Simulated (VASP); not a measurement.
Wanted: the native input for a VASP 6.6.1 run.

```yaml
Task: single point
Functional: r2SCAN
Potentials_or_basis: VASP PAW PBE potentials, release 64 (Al, Cu)
Cutoff: 520 eV
k_mesh: 14 × 14 × 14
Occupations: gaussian, width 0.15 eV
Spin: no spin polarisation
Dipole_correction: no
Further_INCAR_settings: ALGO = Normal; EDIFF = 1e-06; NBANDS = 26
```

The system is AlCu3.

```
Al Cu
1.0
     3.64182    0.00000    0.00000
     0.00000    3.64182    0.00000
     0.00000    0.00000    3.64182
Al Cu
1 3
Direct
  0.01824 0.00000 0.00000
  0.51054 0.50000 0.00000
  0.51054 0.00000 0.50000
  0.97117 0.50000 0.50000
```

This cell differs from its parent crystal: atoms displaced along a vibrational mode.

One way to write it, as run:

POSCAR

```
AlCu3
1.0
    3.6418163332      0.0000000000      0.0000000000
    0.0000000000      3.6418163332      0.0000000000
    0.0000000000      0.0000000000      3.6418163332
Al Cu
1 3
Direct
    0.0182387590      0.0000000000      0.0000000000
    0.5105438083      0.5000000000      0.0000000000
    0.5105438083      0.0000000000      0.5000000000
   -0.0288317670      0.5000000000      0.5000000000
```

INCAR.step1

```
SYSTEM = AlCu3
PREC = Accurate
ENCUT = 520
ISMEAR = 0
SIGMA = 0.15
LREAL = .FALSE.
LASPH = .TRUE.
NELM = 80
NBANDS = 26
GGA = PE
ALGO = Normal
EDIFF = 1E-4
LWAVE = .TRUE.
LCHARG = .FALSE.
```

INCAR.step2

```
SYSTEM = AlCu3
PREC = Accurate
ENCUT = 520
EDIFF = 1E-6
ISMEAR = 0
SIGMA = 0.15
LREAL = .FALSE.
LASPH = .TRUE.
NELM = 80
ALGO = Normal
ISIF = 2
LWAVE = .FALSE.
LCHARG = .FALSE.
METAGGA = R2SCAN
LMIXTAU = .TRUE.
NBANDS = 26
ISTART = 1
```

KPOINTS

```
Automatic mesh
0
G
  14 14 14
  0 0 0
```

Potentials or basis: VASP PAW PBE potentials, release 64 (Al, Cu).

Run with:

```console
$ cat potpaw_PBE.64/Al/POTCAR potpaw_PBE.64/Cu/POTCAR > POTCAR
$ cp INCAR.step1 INCAR
$ mpirun -np 1 vasp_std > vasp.out
$ cp INCAR.step2 INCAR
$ mpirun -np 1 vasp_std > vasp.out
```

It gave:

```
Pressure               : 1.2 GPa
Largest force          : 1.005 eV/Å
Band gap on the k mesh : zero (bands 18 and 19 overlap by 5.79 eV)
```

Caveat: the cell differs from its parent crystal (atoms displaced along a vibrational mode); the PAW data sets were made with another functional, which shifts forces and pressure a little.

Wall time 39 min on 1 thread of Oxide Virtual Turin-like Processor, with other jobs on the host, peak memory 0.37 GiB.
